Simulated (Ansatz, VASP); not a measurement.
# One calculation of HfO2, two programs

```
Hf O
1.0
     5.09418    0.00000    0.00000
     0.00000    5.15064    0.00000
    -0.87617    0.00000    5.20295
Hf O
4 8
Direct
  0.27614 0.45806 0.70791
  0.72386 0.95806 0.79209
  0.72386 0.54194 0.29209
  0.27614 0.04194 0.20791
  0.44800 0.74253 0.97858
  0.55200 0.24253 0.52142
  0.55200 0.25747 0.02142
  0.44800 0.75747 0.47858
  0.06836 0.33076 0.34625
  0.93164 0.83076 0.15375
  0.93164 0.66924 0.65375
  0.06836 0.16924 0.84625
```

Alike in both runs: task relaxation of cell and atoms; functional PBE; k mesh 5 × 5 × 5; no spin polarisation.

|  | VASP | Ansatz |
| --- | --- | --- |
| version | VASP 6.6.1 | Ansatz 0.2.0 |
| potentials or method | VASP PAW PBE potentials, release 64 (Hf_pv, O) | scalar-relativistic, plane waves, PAW |
| plane-wave cutoff (eV) | 600 | 420 |
| occupations | gaussian, width 0.01 eV | fixed |
| valence electrons in the cell | 88 | 152 |

|  | VASP | Ansatz | Ansatz less VASP |
| --- | --- | --- | --- |
| gap on the k mesh at the Fermi level, each at its own relaxed structure (eV) | 4.08 | 4.09 | +0.008 |
| relaxed volume (Å³/atom) | 11.66 | 11.83 | +0.170 |
| relaxed cell length with the largest relative difference (Å) | 5.322 | 5.352 | +0.0297 |

VASP's potentials hold 88 valence electrons a cell and Ansatz's 152, so a difference there can come from the potentials and not from the codes.

Neither program's run includes spin-orbit coupling.
